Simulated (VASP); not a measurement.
Write the native input for VASP 6.6.1 that does the following.

```
Task                   : single point
Functional             : PBE
Potentials or basis    : VASP PAW PBE potentials, release 64 (Si, Ge_d)
Cutoff                 : 520 eV
k mesh                 : 8 × 8 × 6
Occupations            : gaussian, width 0.1 eV
Spin                   : no spin polarisation
Dipole correction      : no
Further INCAR settings : ALGO = Normal; EDIFF = 1e-06; NBANDS = 53
```

The structure of SiGe6 lies in POSCAR:

```
SiGe6
1.0
    2.5024992585     -4.8369268519      0.0000000000
    2.5024992585      4.8369268519      0.0000000000
    0.0000000000      0.0000000000      5.8283866673
Si Ge
1 6
Direct
    0.5000000000      0.5000000000      0.5000000000
    0.2954220585      0.7045779415      0.7768166292
    0.7045779415      0.2954220585      0.7768166292
    0.7045779415      0.2954220585      0.2231833708
    0.2954220585      0.7045779415      0.2231833708
    0.0000000000      0.0000000000      0.7321763700
    0.0000000000      0.0000000000      0.2678236300
```

The input as run:

INCAR

```
PREC = Accurate
ENCUT = 520
EDIFF = 1E-6
ISMEAR = 0
SIGMA = 0.1
LREAL = False
LASPH = True
NELM = 100
ALGO = Normal
ISIF = 2
LWAVE = False
LCHARG = False
GGA = PE
NBANDS = 53
```

KPOINTS

```
Automatic mesh
0
Gamma
  8 8 6
```

Potentials or basis: VASP PAW PBE potentials, release 64 (Si, Ge_d).

The run is started by

```sh
$ cat potpaw_PBE.64/Si/POTCAR potpaw_PBE.64/Ge_d/POTCAR > POTCAR
$ mpirun -np 1 vasp_std > vasp.out
```

Results of the run:

| Item | Value |
| --- | --- |
| Pressure | 0.1 GPa |
| Largest force | 0.004 eV/Å |
| Band gap on the k mesh | zero (band 44 reaches 6.96 eV, above the bottom of band 45 at 4.31 eV) |

Wall time 24 min on 1 thread of AMD EPYC 7R13 (shared host), peak memory 0.53 GiB.
